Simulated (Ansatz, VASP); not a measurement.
One calculation of Ta3N, two programs

```xyz
4
Lattice="3.0218 0.0000 0.0000 -1.5109 2.6169 0.0589 0.0000 0.1700 7.5576" Properties=species:S:1:pos:R:3 pbc="T T T"
Ta    0.0000    0.0850    3.7788
Ta    0.0000    1.7741    1.3512
Ta    1.5109    1.0128    6.2653
N     0.0000    0.0000    0.0000
```

Change from the starting cell: strain +0.0450 x Voigt [0, 0, 0, 1, 0, 0], atoms carried along.

Alike in both runs: task single point; functional PBE; k mesh 18 × 18 × 6; occupations gaussian, width 0.15 eV; no spin polarisation.

|  | VASP | Ansatz |
| --- | --- | --- |
| version | VASP 6.6.1 | Ansatz 0.2.0 |
| potentials or method | VASP PAW PBE potentials, release 64 (Ta_pv, N), cutoff 520 eV | scalar-relativistic, plane waves, PAW |
| valence electrons in the cell | 38 | 44 |

|  | VASP | Ansatz | Ansatz less VASP |
| --- | --- | --- | --- |
| gap on the k mesh at the Fermi level (eV) | none | none | - |
| pressure (GPa) | 0.7 | 0.3 | -0.31 |
| traceless stress, the component that is largest in VASP (GPa) | -0.73 | -0.76 | -0.021 |
| rms of the force components (eV/Å) | 0.115 | 0.108 | -0.0074 |

Atom by atom the forces differ by 0.020 eV/Å (rms over components). A gap of «none» marks a metal or a gap that the smearing closes. VASP's potentials hold 38 valence electrons a cell and Ansatz's 44, so a difference there can come from the potentials and not from the codes.

Neither program's run includes spin-orbit coupling.
